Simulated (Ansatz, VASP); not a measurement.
Two plane-wave programs on Na

```xyz
2
Lattice="3.9554 0.0000 0.0000 -1.9777 3.4254 0.0000 0.0000 0.0000 6.1540" Properties=species:S:1:pos:R:3 pbc="T T T"
Na    0.0000    2.2836    1.5385
Na    1.9777    1.1418    4.6155
```

Change from the starting cell: strain +0.050 along x and y, +0.000 along z, atoms carried along.

Alike in both runs: task single point; functional PBEsol; k mesh 12 × 12 × 8; occupations gaussian, width 0.15 eV; no spin polarisation.

|  | VASP | Ansatz |
| --- | --- | --- |
| version | VASP 6.6.1 | Ansatz 0.2.0 |
| potentials or method | VASP PAW PBE potentials, release 64 (Na_pv), cutoff 520 eV | scalar-relativistic, plane waves, PAW |
| valence electrons in the cell | 14 | 18 |

```tsv
	VASP	Ansatz	Ansatz less VASP
gap on the k mesh at the Fermi level (eV)	none	none	-
pressure (GPa)	-0.9	-0.8	+0.03
traceless stress, the component that is largest in VASP (GPa)	0.23	0.23	-0.002
```

VASP's potentials were made for PBE, not for PBEsol. A gap of «none» marks a metal or a gap that the smearing closes. With one functional, cell and mesh, what is left measures potentials, basis and numerics. VASP's potentials hold 14 valence electrons a cell and Ansatz's 18, so a difference there can come from the potentials and not from the codes.
